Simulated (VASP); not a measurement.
A run of VASP 6.6.1 is set up as follows.

The input INCAR:

```
SYSTEM = W
ALGO     = Normal         ! electronic algorithm
EDIFF    = 1E-6           ! SCF threshold, eV
ENCUT    = 500            ! plane-wave cutoff, eV
GGA      = PE             ! functional
GGA_COMPAT= .FALSE.      
ISIF     = 2              ! what is computed and relaxed
ISMEAR   = 0              ! smearing method
LASPH    = .TRUE.         ! aspherical terms in the spheres
LCHARG   = .FALSE.        ! write CHGCAR
LREAL    = .FALSE.        ! projectors in reciprocal space
LWAVE    = .FALSE.        ! write WAVECAR
NBANDS   = 66             ! bands
NELM     = 120            ! most SCF steps
PREC     = Accurate       ! precision mode
SIGMA    = 0.15           ! smearing width, eV
```

The input KPOINTS:

```
k-points
0
G
  14 14 14
  0 0 0
```

POSCAR

```
W
1.0
    3.1835586448      3.1835586448     -3.1835586448
   -3.1835586448     -3.1835586448     -3.1835586448
   -3.1835586448      3.1835586448      3.1835586448
W
8
Direct
    0.0000000000      0.5000000000      0.0000000000
    0.5000000000      0.5000000000      0.0000000000
    0.0000000000      0.5000000000      0.5000000000
    0.5000000000      0.5000000000      0.5000000000
    0.0000000000      0.0000000000      0.0000000000
    0.5000000000      0.0000000000      0.0000000000
    0.0000000000      0.0000000000      0.5000000000
    0.5000000000      0.0000000000      0.5000000000
```

Potentials or basis: VASP PAW PBE potentials, release 64 (W_sv).

Command:

```sh
$ cat potpaw_PBE.64/W_sv/POTCAR > POTCAR
$ mpirun -np 1 vasp_std > vasp.out
```

**Question.** Estimate the pressure.

**Answer.** 0.5 GPa.

**Question.** Predict the band gap on the k mesh.

**Answer.** Zero (bands 56 and 57 overlap by 1.14 eV).

Caveat: spin-orbit coupling is left out, which moves the levels of the heavy elements.
